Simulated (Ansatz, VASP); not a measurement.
## One calculation of AlN, two programs

```
Al N
1.0
     4.40252    0.00000    0.00000
     0.00000   -4.40252    0.00000
     0.00000    0.00000   -4.40252
Al N
4 4
Direct
  0.95953 0.11448 0.95953
  0.50000 0.50000 0.00000
  0.50000 0.00000 0.50000
  0.00000 0.50000 0.50000
  0.75000 0.75000 0.75000
  0.25000 0.25000 0.75000
  0.25000 0.75000 0.25000
  0.75000 0.25000 0.25000
```

Alike in both runs: task single point; functional PBE; k mesh 6 × 6 × 6; occupations gaussian, width 0.05 eV; no spin polarisation.

|  | VASP | Ansatz |
| --- | --- | --- |
| version | VASP 6.6.1 | Ansatz 0.2.0 |
| potentials or method | VASP PAW PBE potentials, release 64 (Al, N), cutoff 520 eV | scalar-relativistic, plane waves, PAW |
| valence electrons in the cell | 32 | 32 |

|  | VASP | Ansatz | Ansatz less VASP |
| --- | --- | --- | --- |
| gap on the k mesh at the Fermi level (eV) | 0.24 | 0.25 | +0.006 |
| least direct gap on the mesh (eV) | 0.34 | 0.34 | +0.008 |
| pressure (GPa) | 7.1 | 7.2 | +0.11 |
| traceless stress, the component that is largest in VASP (GPa) | -8.98 | -8.95 | +0.025 |
| rms of the force components (eV/Å) | 2.096 | 2.087 | -0.0089 |

Atom by atom the forces differ by 0.014 eV/Å (rms over components).
